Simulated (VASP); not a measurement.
A run of VASP 6.6.1 is set up as follows.

Contents of INCAR:

```
PREC = Accurate
ENCUT = 600
EDIFF = 1E-6
ISMEAR = -1
SIGMA = 0.05
LREAL = F
LASPH = T
NELM = 120
ALGO = Normal
ISIF = 2
LWAVE = F
LCHARG = F
GGA = CA
NBANDS = 7
GGA_COMPAT = F
```

KPOINTS

```
Automatic mesh
0
Gamma
  7 7 7
```

Contents of POSCAR:

```
Mg
1.0
   -2.2189133300      2.2189133300      4.5727554100
    2.2189133300     -2.2189133300      4.5727554100
    2.2189133300      2.2189133300     -4.5727554100
Mg
1
Direct
    0.0000000000      0.0000000000      0.0000000000
```

Potentials or basis: VASP PAW LDA potentials, release 64 (Mg).

Command:

```bash
$ cat potpaw_LDA.64/Mg/POTCAR > POTCAR
$ mpirun -np 1 vasp_std > vasp.out
```

Task: Predict the band gap on the k mesh.

Result: 0.63 eV (least direct gap 1.58 eV).

Task: What does it give for the pressure?

Result: -1.0 GPa.

Stress tensor (GPa, compression positive):
```
-1.07  0.00  0.00
 0.00 -1.07  0.00
 0.00  0.00 -0.79
```

Caveat: semilocal functionals underestimate gaps, and a narrow one can read as zero. A k mesh can miss the band edges.
